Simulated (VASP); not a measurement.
Crystal: LiCl.

```
Cl Li
1.0
     0.00000    2.56477    2.56477
     2.56477    0.00000    2.56477
     2.56477    2.56477    0.00000
Cl Li
1 1
Cartesian
  2.5648 2.5648 2.5648
  0.0000 0.0000 0.0000
```

| Property | Result |
| --- | --- |
| Program | VASP 6.6.1 |
| Task | relaxation of cell and atoms |
| Functional | BLYP |
| Dispersion | D3(BJ) |
| Potentials or basis | VASP PAW PBE potentials, release 64 (Cl, Li_sv) |
| Cutoff | 600 eV |
| k mesh | 9 × 9 × 9 |
| Occupations | fermi-dirac, width 0.05 eV |
| Spin | no spin polarisation |

At the start: pressure -2.9 GPa; volume 16.87 Å³/atom.

**Question.** Where does the relaxation end?

**Answer.** Over 3 steps the energy falls by 13.6 meV/atom and the volume is 15.48 Å³/atom (-8.2 %); space group Fm-3m (No. 225, to 0.05 Å).

Step by step:
```
step  energy change (eV)  largest force (eV/Å)  pressure (GPa)  volume (Å³)
   1              0.0000                0.0000           -2.94        33.74
   2             -0.0209                0.0000           -1.53        32.25
   3             -0.0271                0.0000            0.02        30.96
```

Final structure:
```
Cl Li
1.0
     0.00000    2.49230    2.49230
     2.49230    0.00000    2.49230
     2.49230    2.49230    0.00000
Cl Li
1 1
Direct
  0.50000 0.50000 0.50000
  0.00000 0.00000 0.00000
```

Caveat: the cutoff is under 1.25 times the usual one of these potentials, so pressure, stress and relaxed cells hold a basis-set (Pulay) error; the PAW data sets were made with another functional, which shifts forces and pressure a little.
